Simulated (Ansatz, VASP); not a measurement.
## KMgF3: VASP beside Ansatz

```
CELL_PARAMETERS angstrom
3.98590 0.00000 0.00000
0.00000 3.98590 0.00000
0.00000 0.00000 3.98590
ATOMIC_POSITIONS crystal
K 0.50000 0.50000 0.50000
Mg 0.00000 0.00000 0.01568
F 0.50000 0.00000 0.00000
F 0.00000 0.50000 0.00000
F 0.00000 0.00000 0.50000
```

Change from the starting cell: all Mg atoms moved +0.062 Å, as atom 2 along Cartesian [0 0 1].

Alike in both runs: task single point; functional PBE; k mesh 6 × 6 × 6; occupations gaussian, width 0.05 eV; no spin polarisation.

|  | VASP | Ansatz |
| --- | --- | --- |
| version | VASP 6.6.1 | Ansatz 0.2.0 |
| potentials or method | VASP PAW PBE potentials, release 64 (K_sv, Mg, F), cutoff 520 eV | scalar-relativistic, plane waves, PAW |
| valence electrons in the cell | 32 | 40 |

|  | VASP | Ansatz | Ansatz less VASP |
| --- | --- | --- | --- |
| gap on the k mesh at the Fermi level (eV) | 7.30 | 7.33 | +0.029 |
| least direct gap on the mesh (eV) | 7.63 | 7.65 | +0.028 |
| pressure (GPa) | 3.5 | 3.9 | +0.41 |
| traceless stress, the component that is largest in VASP (GPa) | 0.36 | 0.36 | -0.003 |
| rms of the force components (eV/Å) | 0.196 | 0.193 | -0.0029 |

Atom by atom the forces differ by 0.003 eV/Å (rms over components). VASP's potentials hold 32 valence electrons a cell and Ansatz's 40, so a difference there can come from the potentials and not from the codes.
